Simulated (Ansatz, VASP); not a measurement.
**Two plane-wave programs on ZnO**

```
Zn O
1.0
     3.23091    0.00000    0.00000
    -1.61545    2.79805    0.00000
     0.00000    0.00000    5.21561
Zn O
2 2
Direct
  0.33333 0.66667 0.96521
  0.66667 0.33333 0.46521
  0.33333 0.66667 0.41679
  0.66667 0.33333 0.91679
```

Change from the starting cell: polar distortion scaled by 0.40.

Alike in both runs: task single point; functional LDA; k mesh 9 × 9 × 6; no spin polarisation.

|  | VASP | Ansatz |
| --- | --- | --- |
| version | VASP 6.6.1 | Ansatz 0.2.0 |
| potentials or method | VASP PAW LDA potentials, release 64 (Zn, O), cutoff 520 eV | scalar-relativistic, plane waves, PAW |
| occupations | gaussian, width 0.01 eV | fixed |
| valence electrons in the cell | 36 | 36 |

```csv
,VASP,Ansatz,Ansatz less VASP
gap on the k mesh at the Fermi level (eV),0.86,0.83,-0.021
least direct gap on the mesh (eV),0.86,0.83,-0.021
pressure (GPa),0.6,-0.7,-1.30
"traceless stress, the component that is largest in VASP (GPa)",-8.99,-7.99,+0.994
rms of the force components (eV/Å),0.308,0.291,-0.0167
```

Ansatz warns that its potentials were made for another functional, while VASP's fit it. LDA's correlation is that of Perdew and Zunger in VASP and of Perdew and Wang (1992) in Ansatz. Atom by atom the forces differ by 0.017 eV/Å (rms over components).
